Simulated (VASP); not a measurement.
# CoH4 (P-3m1) in VASP: further runs

The runs below take CoH4 through single point, with PBE.

Everything below comes from runs of VASP 6.6.1. Logs are shortened: lines on timing, memory, paths and dates and some standing lists are left out, and cuts for length are marked.

## 1. The cell of the first run

It takes space group P-3m1 (No. 164, trigonal). Conventional cell: a = 2.373 Å, b = 2.373 Å, c = 7.887 Å, α = 90.00°, β = 90.00°, γ = 120.00°. Within 2.2 Å of Co (site symmetry -3m) lie 6 H at 1.68 Å. Within 2.2 Å of H (site symmetry 3m) lie 3 Co at 1.68 Å. H (site symmetry 3m) has 3 H at 1.37 Å within 1.8 Å.

## 2. Single point, PBE, collinear spin, ferromagnetic start

INCAR reads:

```
SYSTEM = CoH4
ALGO = Normal
EDIFF = 1E-6
ENCUT = 520
GGA = PE
ISIF = 2
ISMEAR = 0
ISPIN = 2
LASPH = .TRUE.
LCHARG = .FALSE.
LMAXMIX = 4
LORBIT = 11
LREAL = .FALSE.
LWAVE = .FALSE.
MAGMOM = 3 0 0 0 0
NBANDS = 18
NELM = 150
PREC = Accurate
SIGMA = 0.1
```

KPOINTS reads:

```
k-points
0
G
  12 12 2
  0 0 0
```

POSCAR reads:

```
CoH4
1.0
    2.3726965146      0.0000000029      0.0000000000
   -1.1863482598      2.0548154557      0.0000000000
    0.0000000000      0.0000000000      7.8869625614
Co H
1 4
Direct
    0.0000000000      0.0000000000      0.0000000000
    0.3333333333      0.6666666667      0.8776805411
    0.3333333333      0.6666666667      0.4999839581
    0.6666666667      0.3333333333      0.1223194589
    0.6666666667      0.3333333333      0.5000160419
```

Potentials or basis: VASP PAW PBE potentials, release 64 (Co, H).

Launch:

```sh
$ cat potpaw_PBE.64/Co/POTCAR potpaw_PBE.64/H/POTCAR > POTCAR
$ mpirun -np 1 vasp_std > vasp.out
```

OUTCAR:

```text
SYSTEM = CoH4
   EDIFF = 1E-6
   ENCUT = 520
   GGA = PE
   ISIF = 2
   ISMEAR = 0
   ISPIN = 2
   LASPH = .TRUE.
   LORBIT = 11
   LREAL = .FALSE.
   NELM = 150
   PREC = Accurate

 ion  position               nearest neighbor table
   1  0.000  0.000  0.000-   2 1.68   4 1.68   4 1.68   2 1.68   4 1.68   2 1.68
   2  0.333  0.667  0.878-   1 1.68   1 1.68   1 1.68
   3  0.333  0.667  0.500-
   4  0.667  0.333  0.122-   1 1.68   1 1.68   1 1.68
   5  0.667  0.333  0.500-

  LATTYP: Found a hexagonal cell.
 ALAT       =     2.3726965146
 C/A-ratio  =     3.3240503001

  Lattice vectors:

 A1 = (   2.3726965146,   0.0000000029,   0.0000000000)
 A2 = (  -1.1863482598,   2.0548154557,   0.0000000000)
 A3 = (   0.0000000000,   0.0000000000,   7.8869625614)

Analysis of symmetry for initial positions (statically):
=====================================================================
 Subroutine PRICEL returns:
 Original cell was already a primitive cell.

 Routine SETGRP: Setting up the symmetry group for a
 hexagonal supercell.

 Subroutine GETGRP returns: Found 12 space group operations
 (whereof 12 operations were pure point group operations)
 out of a pool of 24 trial point group operations.

The static configuration has the point symmetry D_3d.

Analysis of symmetry for dynamics (positions and initial velocities):
=====================================================================
 Subroutine PRICEL returns:
 Original cell was already a primitive cell.

 Routine SETGRP: Setting up the symmetry group for a
 hexagonal supercell.

 Subroutine GETGRP returns: Found 12 space group operations
 (whereof 12 operations were pure point group operations)
 out of a pool of 24 trial point group operations.

The dynamic configuration has the point symmetry D_3d.

Analysis of structural, dynamic, and magnetic symmetry:
=====================================================================
 Subroutine PRICEL returns:
 Original cell was already a primitive cell.

 Routine SETGRP: Setting up the symmetry group for a
 hexagonal supercell.

 Subroutine GETGRP returns: Found 12 space group operations
 (whereof 12 operations were pure point group operations)
 out of a pool of 24 trial point group operations.

The overall configuration has the point symmetry D_3d.

 Subroutine INISYM returns: Found 12 space group operations
 (whereof 12 operations are pure point group operations),
 and found     1 'primitive' translations

----------------------------------------------------------------------------------------

                                     Primitive cell

  volume of cell :      38.4525

  direct lattice vectors                    reciprocal lattice vectors
     2.372696515  0.000000003  0.000000000     0.421461402  0.243330855  0.000000000
    -1.186348260  2.054815456  0.000000000    -0.000000001  0.486661708  0.000000000
     0.000000000  0.000000000  7.886962561     0.000000000  0.000000000  0.126791524

  length of vectors
     2.372696515  2.372696515  7.886962561     0.486661708  0.486661708  0.126791524

  position of ions in fractional coordinates (direct lattice)
     0.000000000  0.000000000  0.000000000
     0.333333333  0.666666667  0.877680541
     0.333333333  0.666666667  0.499983958
     0.666666667  0.333333333  0.122319459
     0.666666667  0.333333333  0.500016042

  ion indices of the primitive-cell ions
   primitive index   ion index
                 1           1
                 2           2
                 3           3
                 4           4
                 5           5

----------------------------------------------------------------------------------------

 KPOINTS: k-points

Automatic generation of k-mesh.
 Grid dimensions read from file:
 generate k-points for:   12   12    2

 Generating k-lattice:

  Cartesian coordinates                     Fractional coordinates (reciprocal lattice)
     0.035121783  0.020277571  0.000000000     0.083333333  0.000000000  0.000000000
    -0.000000000  0.040555142  0.000000000     0.000000000  0.083333333  0.000000000
     0.000000000  0.000000000  0.063395762     0.000000000  0.000000000  0.500000000

  Length of vectors
     0.040555142  0.040555142  0.063395762

  Shift w.r.t. Gamma in fractional coordinates (k-lattice)
     0.000000000  0.000000000  0.000000000

 Subroutine IBZKPT returns following result:
 ===========================================

 Found     38 irreducible k-points:

 Following reciprocal coordinates:
            Coordinates               Weight
  0.000000  0.000000  0.000000      1.000000
  0.083333  0.000000  0.000000      6.000000
  0.166667  0.000000  0.000000      6.000000
  0.250000  0.000000  0.000000      6.000000
  0.333333  0.000000  0.000000      6.000000
  0.416667  0.000000  0.000000      6.000000
[... 16 lines left out ...]
  0.250000  0.000000  0.500000      6.000000
  0.333333  0.000000  0.500000      6.000000
 [... further k-points ...]
   k-points           NKPTS =     38   k-points in BZ     NKDIM =     38   number of bands    NBANDS=     18
   number of dos      NEDOS =    301   number of ions     NIONS =      5
   total plane-waves  NPLWV =  19440
   dimension x,y,z NGX =    18 NGY =   18 NGZ =   60
   dimension x,y,z NGXF=    36 NGYF=   36 NGZF=  120
   ions per type =               1   4
   NGX,Y,Z   is equivalent  to a cutoff of  12.61, 12.61, 12.65 a.u.
   NGXF,Y,Z  is equivalent  to a cutoff of  25.22, 25.22, 25.29 a.u.
 SYSTEM =  CoH4
   PREC   = accura    normal or accurate (medium, high low for compatibility)
   ISTART =      0    job   : 0-new  1-cont  2-samecut
   ICHARG =      2    charge: 1-file 2-atom 10-const
   ISPIN  =      2    spin polarized calculation?
   LNONCOLLINEAR =      F non collinear calculations
   LSORBIT =      F    spin-orbit coupling
   LASPH  =      T    aspherical Exc in radial PAW
   ENCUT  =  520.0 eV  38.22 Ry    6.18 a.u.   4.41  4.41 14.66*2*pi/ulx,y,z
   NELM   =    150;   NELMIN=  2; NELMDL= -5     # of ELM steps
   EDIFF  = 0.1E-05   stopping-criterion for ELM
   LREAL  =      F    real-space projection
   EDIFFG = 0.1E-04   stopping-criterion for IOM
   NSW    =      0    number of steps for IOM
   IBRION =     -1    ionic relax: 0-MD 1-quasi-New 2-CG
   NFREE  =      0    steps in history (QN), initial steepest desc. (CG)
   ISIF   =      2    stress and relaxation
   ISYM   =      2    0-nonsym 1-usesym 2-fastsym
   POTIM  = 0.5000    time-step for ionic-motion
   TEBEG  =    0.0;   TEEND  =   0.0 temperature during run
   PSTRESS=    0.0 pullay stress
   NELECT =      13.0000    total number of electrons
   NUPDOWN=      -1.0000    fix difference up-down
   EMIN   =  10.00;   EMAX   =-10.00  energy-range for DOS
   EFERMI =   0.00;   METHOD = LEGACY
   ISMEAR =     0;   SIGMA  =   0.10  broadening in eV -4-tet -1-fermi 0-gaus
   EFERMI_NEDOS =   21; number of points for ismear=-14 and -15
   IALGO  =     38    algorithm
   IMIX   =      4    mixing-type and parameters
     AMIX     =   0.40;   BMIX     =  1.00
     AMIX_MAG =   1.60;   BMIX_MAG =  1.00
  volume/ion in A,a.u.               =       7.69        51.90
  Fermi-wavevector in a.u.,A,eV,Ry     =   1.140463  2.155162 17.696482  1.300655
  Thomas-Fermi vector in A             =   2.277164
   LORBIT       =     11    0 simple, 1 ext, 2 COOP (PROOUT), +10 PAW based schemes
   GGA     = PE    functional components
   LHFCALC =     F    Hartree Fock is set to
   AEXX    =    0.0000 exact exchange contribution
   IVDW    =     0    specifies the selected vdW correction
   LEPSILON=     F    determine dielectric tensor
   LRPA    =     F    only Hartree local field effects (RPA)
 spin polarized calculation
 Gauss-broadening in eV      SIGMA  =   0.10
  energy-cutoff  :      520.00
  volume of cell :       38.45
 maximum number of plane-waves:      1067
 NGX is ok and might be reduce to    18
   NGX =  9   NGY =  9   NGZ = 29

 number of electron      13.0000006 magnetization       0.0021930

 Free energy of the ion-electron system (eV)
  ---------------------------------------------------
  ext. energy  EPLUGINS =         0.00000000
  ---------------------------------------------------
  free energy    TOTEN  =       -18.72025399 eV

  energy without entropy =      -18.71150901  energy(sigma->0) =      -18.71588150

 E-fermi :   1.5247     XC(G=0):  -8.7183

 val. band max:        1.4365372334   @ k =   0.0833   0.0000   0.5000
 cond. band min:       1.5258987487   @ k =   0.3333   0.3333   0.0000
 fundamental gap:      0.0893615154
 Fermi energy:         1.5246816753

 spin component 1

 k-point     1 :       0.0000    0.0000    0.0000
  band No.  band energies     occupation
      1      -8.9971      1.00000
      2      -7.6555      1.00000
      3      -4.2900      1.00000
      4      -1.2753      1.00000
      5      -0.6783      1.00000
      6      -0.6783      1.00000
[... 481 lines left out ...]
      5       0.3323      1.00000
      6       0.8813      1.00000
[... 10 lines left out ...]
     17      21.2618      0.00000
     18      22.7009      0.00000

 [... further k-points ...]

 spin component 2

 k-point     1 :       0.0000    0.0000    0.0000
  band No.  band energies     occupation
      1      -8.9971      1.00000
      2      -7.6555      1.00000
      3      -4.2902      1.00000
      4      -1.2739      1.00000
      5      -0.6752      1.00000
      6      -0.6752      1.00000
[... 481 lines left out ...]
      5       0.3341      1.00000
      6       0.8836      1.00000
[... 10 lines left out ...]
     17      21.2622      0.00000
     18      22.7008      0.00000

 [... further k-points ...]

------------------------ aborting loop because EDIFF is reached ----------------------------------------

  FORCE on cell =-STRESS in cart. coord.  units (eV):
  Direction    XX          YY          ZZ          XY          YZ          ZX
  --------------------------------------------------------------------------------------
  -------------------------------------------------------------------------------------
  Total       -0.0241794     -0.0241794      0.0339174     -0.0000000      0.0000000     -0.0000000
  in kB       -1.0074680     -1.0074680      1.4132164     -0.0000000      0.0000000     -0.0000000
  external PRESSURE =      -0.2005732 kB  Pullay stress =       0.0000000 kB

 VOLUME and BASIS-vectors are now :
 -----------------------------------------------------------------------------
  energy-cutoff  :      520.00
  volume of cell :       38.45
      direct lattice vectors                 reciprocal lattice vectors
     2.372696515  0.000000003  0.000000000     0.421461402  0.243330855  0.000000000
    -1.186348260  2.054815456  0.000000000    -0.000000001  0.486661708  0.000000000
     0.000000000  0.000000000  7.886962561     0.000000000  0.000000000  0.126791524

 POSITION                                       TOTAL-FORCE (eV/Angst)
 -----------------------------------------------------------------------------------
      0.00000      0.00000      0.00000         0.000000      0.000000     -0.000000
     -0.00000      1.36988      6.92223         0.000000      0.000000     -0.007248
     -0.00000      1.36988      3.94335        -0.000000      0.000000      0.000500
      1.18635      0.68494      0.96473        -0.000000     -0.000000      0.007248
      1.18635      0.68494      3.94361         0.000000     -0.000000     -0.000500
 -----------------------------------------------------------------------------------
    total drift:                               -0.000000      0.000000      0.000000

  FREE ENERGIE OF THE ION-ELECTRON SYSTEM (eV)
  ---------------------------------------------------
  free  energy   TOTEN  =       -18.7202539896 eV

  energy  without entropy=      -18.7115090123  energy(sigma->0) =      -18.71588150

 total charge

# of ion       s       p       d       tot
------------------------------------------
    1        0.498   0.690   7.503   8.691
    2        0.535   0.027   0.000   0.562
    3        0.421   0.010   0.000   0.431
    4        0.535   0.027   0.000   0.562
    5        0.421   0.010   0.000   0.431
--------------------------------------------------
tot          2.411   0.765   7.503  10.678

 magnetization (x)

# of ion       s       p       d       tot
------------------------------------------
    1       -0.000  -0.000   0.002   0.002
    2       -0.000  -0.000   0.000  -0.000
    3       -0.000  -0.000   0.000  -0.000
    4       -0.000  -0.000   0.000  -0.000
    5       -0.000  -0.000   0.000  -0.000
--------------------------------------------------
tot         -0.000  -0.000   0.002   0.002
```

Run time: 84 s. Hardware: 1 thread of Intel Xeon Platinum 8259CL at 2.50GHz (Skylake/Cascade Lake), shared host; peak memory 0.18 GiB.

What came out:

```
Free energy                                           : -18.7203 eV
Pressure                                              : 0.0 GPa
Largest force                                         : 0.007 eV/Å
Net moment                                            : 0.00 μB per cell
Valence electrons inside the program's atomic spheres : Co 8.69; H 0.56, 0.43
```

Forces on the atoms (eV/Å):
```
Co   0.000  0.000  0.000
H    0.000  0.000 -0.007
H    0.000  0.000  0.001
H    0.000  0.000  0.007
H    0.000  0.000 -0.001
```

Stress tensor (GPa, compression positive):
```
-0.10  0.00  0.00
 0.00 -0.10  0.00
 0.00  0.00  0.14
```

Levels at points of the mesh, in eV from the Fermi level:
Spin up:
```tsv
k point	band 3	band 4	band 5	band 6	band 7	band 8	band 9	band 10
(0.00, 0.00, 0.00)	-5.81	-2.80	-2.20	-2.20	-0.17	-0.17	4.23	6.30
(0.50, 0.00, 0.00)	-3.86	-2.73	-0.82	-0.72	0.28	1.25	4.27	5.76
(0.00, 0.00, 0.50)	-5.70	-2.86	-2.20	-2.20	-0.17	-0.17	3.52	8.26
(0.50, 0.00, 0.50)	-3.86	-2.75	-0.81	-0.72	0.28	1.23	4.25	5.93
```
Spin down:
```tsv
k point	band 3	band 4	band 5	band 6	band 7	band 8	band 9	band 10
(0.00, 0.00, 0.00)	-5.81	-2.80	-2.20	-2.20	-0.17	-0.17	4.23	6.30
(0.50, 0.00, 0.00)	-3.86	-2.73	-0.81	-0.72	0.29	1.25	4.27	5.76
(0.00, 0.00, 0.50)	-5.70	-2.86	-2.20	-2.20	-0.17	-0.17	3.52	8.26
(0.50, 0.00, 0.50)	-3.86	-2.75	-0.81	-0.72	0.29	1.23	4.25	5.93
```

Caveat: the k points lie up to 0.40 Å⁻¹ apart; the starting moments collapsed, and a magnetic state may lie lower.

(Part 1 of 2 ends here.)
